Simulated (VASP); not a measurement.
GaGe: elastic constants with PBEsol

Crystal: GaGe.

```
Ge Ga
1.0
     0.00000    2.89784    2.89784
     2.89784    0.00000    2.89784
     2.89784    2.89784    0.00000
Ge Ga
1 1
Direct
  0.00000 0.00000 0.00000
  0.25000 0.25000 0.25000
```

```json
{"Program": "VASP 6.6.1", "Task": "elastic constants", "Functional": "PBEsol", "Potentials or basis": "VASP PAW PBE potentials, release 64 (Ge_d, Ga_d)", "Cutoff": "600 eV", "k mesh": "8 × 8 × 8", "Occupations": "fermi-dirac, width 0.05 eV", "Spin": "no spin polarisation", "Dipole correction": "no", "Ions in elastic constants": "relaxed", "Further INCAR settings": "ALGO = Normal; EDIFF = 1e-08; IBRION = 6; POTIM = 0.015; NSW = 1; ISIF = 3"}
```

| Property | Result |
| --- | --- |
| Elastic constants C11, C12, C44 | 48, 46, 6 GPa |
| Voigt bulk modulus | 47 GPa |
| Highest phonon frequency at Γ | 191 cm⁻¹ |

Phonon frequencies in cm⁻¹ (negative: imaginary):
| q point | frequencies |
| --- | --- |
| (0.000, 0.000, 0.000) | 0 0 0 191 191 191 |

Elastic tensor in Voigt notation (GPa, in the Cartesian axes of the cell as first typed):
```
48 46 46  0  0  0
46 48 46  0  0  0
46 46 48  0  0  0
 0  0  0  6  0  0
 0  0  0  0  6  0
 0  0  0  0  0  6
```

Clamped-ion elastic tensor (GPa):
```
48 46 46  0  0  0
46 48 46  0  0  0
46 46 48  0  0  0
 0  0  0 47  0  0
 0  0  0  0 47  0
 0  0  0  0  0 47
```

Run time: 9.7 min on 1 thread of Intel(R) Xeon(R) 6975P-C (Granite Rapids), with other jobs on the host, peak memory 0.4 GiB.

Caveat: the cell is under stress, which shifts elastic constants; the PAW data sets were made with another functional, which shifts forces and pressure a little.
